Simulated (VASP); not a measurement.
A run of VASP 6.6.1 is set up as follows.

File INCAR:

```
ALGO     = Normal         # electronic algorithm
EDIFF    = 1E-6           # SCF threshold, eV
ENCUT    = 520            # plane-wave cutoff, eV
GGA      = PE             # functional
ISIF     = 2              # what is computed and relaxed
ISMEAR   = -1             # smearing method
LASPH    = T              # aspherical terms in the spheres
LCHARG   = F              # write CHGCAR
LREAL    = F              # projectors in reciprocal space
LWAVE    = F              # write WAVECAR
NBANDS   = 16             # bands
NELM     = 80             # most SCF steps
PREC     = Accurate       # precision mode
SIGMA    = 0.08           # smearing width, eV
```

The input KPOINTS:

```
k-points
0
Gamma
  14 14 14
```

POSCAR

```
CdS
1.0
    0.0000000000      2.5292703057      2.5292703057
    2.5292703057      0.0000000000      2.5292703057
    2.5292703057      2.5292703057      0.0000000000
Cd S
1 1
Direct
    0.0000000000      0.0000000000      0.0000000000
    0.5000000000      0.5000000000      0.5000000000
```

Potentials or basis: VASP PAW PBE potentials, release 64 (Cd, S).

Launch:

```bash
$ cat potpaw_PBE.64/Cd/POTCAR potpaw_PBE.64/S/POTCAR > POTCAR
$ mpirun -np 1 vasp_std > vasp.out
```

Problem. Predict the pressure.

Solution. 33.2 GPa.

Caveat: the cell stands under pressure.
